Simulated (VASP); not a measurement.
Set up this calculation in VASP 6.6.1, as the native input.

* Task: single point
* Functional: PBE
* Potentials or basis: VASP PAW PBE potentials, release 64 (Al, N)
* Cutoff: 520 eV
* k mesh: 8 × 8 × 8
* Occupations: gaussian, width 0.01 eV
* Spin: no spin polarisation
* Dipole correction: no
* Further INCAR settings: ALGO = Normal; EDIFF = 1e-07; NBANDS = 11

The structure of AlN lies in POSCAR:

```
AlN
1.0
    0.0000000000      2.2447178264      2.2447178264
    2.2447178264      0.0000000000      2.2447178264
    2.2447178264      2.2447178264      0.0000000000
Al N
1 1
Direct
    0.0000000000      0.0000000000      0.0000000000
    0.2500000000      0.2500000000      0.2500000000
```

This cell differs from its parent crystal: volume changed by +6%.

One way to write it, as run:

INCAR

```
ALGO = Normal
EDIFF = 1E-7
ENCUT = 520
GGA = PE
ISIF = 2
ISMEAR = 0
LASPH = T
LCHARG = F
LREAL = F
LWAVE = F
NBANDS = 11
NELM = 100
PREC = Accurate
SIGMA = 0.01
```

KPOINTS

```
k-points
0
Gamma
  8 8 8
```

Potentials or basis: VASP PAW PBE potentials, release 64 (Al, N).

Command:

```sh
$ cat potpaw_PBE.64/Al/POTCAR potpaw_PBE.64/N/POTCAR > POTCAR
$ mpirun -np 1 vasp_std > vasp.out
```

Results of the run:

The pressure is -10.3 GPa and the band gap on the k mesh is 3.27 eV, indirect (least direct gap 3.49 eV).

It took 7.6 s on 1 thread of Intel Xeon 8259CL (shared host), peak memory 0.13 GiB.
